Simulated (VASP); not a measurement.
Input of a VASP 6.6.1 run:

File INCAR:

```
ALGO     = Normal         # electronic algorithm
EDIFF    = 1E-6           # SCF threshold, eV
ENCUT    = 600            # plane-wave cutoff, eV
GGA      = PE             # functional
GGA_COMPAT= False        
ISIF     = 2              # what is computed and relaxed
ISMEAR   = -1             # smearing method
LASPH    = True           # aspherical terms in the spheres
LCHARG   = False          # write CHGCAR
LREAL    = False          # projectors in reciprocal space
LWAVE    = False          # write WAVECAR
NBANDS   = 11             # bands
NELM     = 120            # most SCF steps
PREC     = Accurate       # precision mode
SIGMA    = 0.05           # smearing width, eV
```

File KPOINTS:

```
k-points
0
Gamma
  10 10 10
```

File POSCAR:

```
MgO
1.0
    0.0000000000      2.1351500000      2.1351500000
    2.1351500000      0.0000000000      2.1351500000
    2.1351500000      2.1351500000      0.0000000000
Mg O
1 1
Direct
    0.0000000000      0.0000000000      0.0000000000
    0.5000000000      0.5000000000      0.5000000000
```

Potentials or basis: VASP PAW PBE potentials, release 64 (Mg, O).

Run with:

```bash
$ cat potpaw_PBE.64/Mg/POTCAR potpaw_PBE.64/O/POTCAR > POTCAR
$ mpirun -np 1 vasp_std > vasp.out
```

Task: What does it give for the pressure?

Result: -2.7 GPa.

Task: Estimate the band gap on the k mesh.

Result: 4.34 eV.
